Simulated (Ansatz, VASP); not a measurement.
**Two plane-wave programs on Ir4Ru**

```
CELL_PARAMETERS angstrom
2.76613 0.00000 0.00000
-1.38306 2.39554 0.00000
0.00000 0.00000 21.78433
ATOMIC_POSITIONS crystal
Ru 0.33333 0.66667 0.75000
Ru 0.66667 0.33333 0.25000
Ir 0.33333 0.66667 0.94968
Ir 0.33333 0.66667 0.15226
Ir 0.33333 0.66667 0.34774
Ir 0.33333 0.66667 0.55032
Ir 0.66667 0.33333 0.05032
Ir 0.66667 0.33333 0.44968
Ir 0.66667 0.33333 0.65226
Ir 0.66667 0.33333 0.84774
```

Alike in both runs: functional PBE; k mesh 6 × 6 × 1; occupations gaussian, width 0.1 eV; no spin polarisation.

Ansatz relaxed the structure, and its values are those at the end. VASP's run is a single point on that final structure, the one shown.

|  | VASP | Ansatz |
| --- | --- | --- |
| version | VASP 6.6.1 | Ansatz 0.2.0 |
| potentials or method | VASP PAW PBE potentials, release 64 (Ru_pv, Ir), cutoff 520 eV | scalar-relativistic, plane waves, PAW |
| valence electrons in the cell | 100 | 168 |

VASP gave:

```
gap on the k mesh at the Fermi level (eV) : none
pressure (GPa)                            : 0.3
rms of the force components (eV/Å)        : 0.009
```

Problem. What did Ansatz give for the same quantities?

Solution. gap on the k mesh at the Fermi level (eV): none; pressure (GPa): -0.1; rms of the force components (eV/Å): 0.002.

A gap of «none» marks a metal or a gap that the smearing closes. The functional is the same, so the differences come from potentials, cutoffs and numerics. VASP's potentials hold 100 valence electrons a cell and Ansatz's 168, so a difference there can come from the potentials and not from the codes.

The k mesh is coarse, so the values compare programs but aren't converged. Neither program's run includes spin-orbit coupling.
